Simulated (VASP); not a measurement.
Ir:

```xyz
2
Lattice="2.7514 0.0000 0.0000 -1.3757 2.3828 0.0000 0.0000 0.0000 4.4623" Properties=species:S:1:pos:R:3 pbc="T T T"
Ir    0.0000    1.5885    1.1156
Ir    1.3757    0.7943    3.3467
```

| Item | Value |
| --- | --- |
| Program | VASP 6.6.1 |
| Task | relaxation of cell and atoms |
| Functional | revPBE |
| Dispersion | D3(BJ) |
| Potentials or basis | VASP PAW PBE potentials, release 64 (Ir) |
| Cutoff | 600 eV |
| k mesh | 11 × 11 × 6 |
| Occupations | fermi-dirac, width 0.05 eV |
| Spin | no spin polarisation |

At the start: pressure -13.2 GPa; volume 14.63 Å³/atom.

Problem. How do energy, volume and symmetry change on relaxing?

Solution. Over 7 steps the energy falls by 23.5 meV/atom and the volume is 14.08 Å³/atom (-3.7 %); space group P6_3/mmc (No. 194, to 0.05 Å).

The path:
| step | energy change (eV) | largest force (eV/Å) | pressure (GPa) | volume (Å³) |
| --- | --- | --- | --- | --- |
| 1 | 0.0000 | 0.0000 | -13.21 | 29.25 |
| 2 | 0.7384 | 0.0000 | 77.92 | 24.44 |
| 3 | -0.0468 | 0.0000 | -0.87 | 28.23 |
| 4 | -0.0470 | 0.0000 | -0.20 | 28.18 |
| 5 | -0.0470 | 0.0000 | 0.08 | 28.16 |
| 6 | -0.0470 | 0.0000 | -0.20 | 28.18 |
| 7 | -0.0470 | 0.0000 | -0.01 | 28.16 |

Final structure:
```yaml
crystal:
  lattice:
    - [2.71691, 0.00000, 0.00000]
    - [-1.35846, 2.35292, 0.00000]
    - [0.00000, 0.00000, 4.40540]
  atoms:
    - { symbol: Ir, position: [0.33333, 0.66667, 0.25000] }
    - { symbol: Ir, position: [0.66667, 0.33333, 0.75000] }
```

Caveat: the PAW data sets were made with another functional, which shifts forces and pressure a little; pairwise dispersion overbinds metals, which lowers pressure and volume.
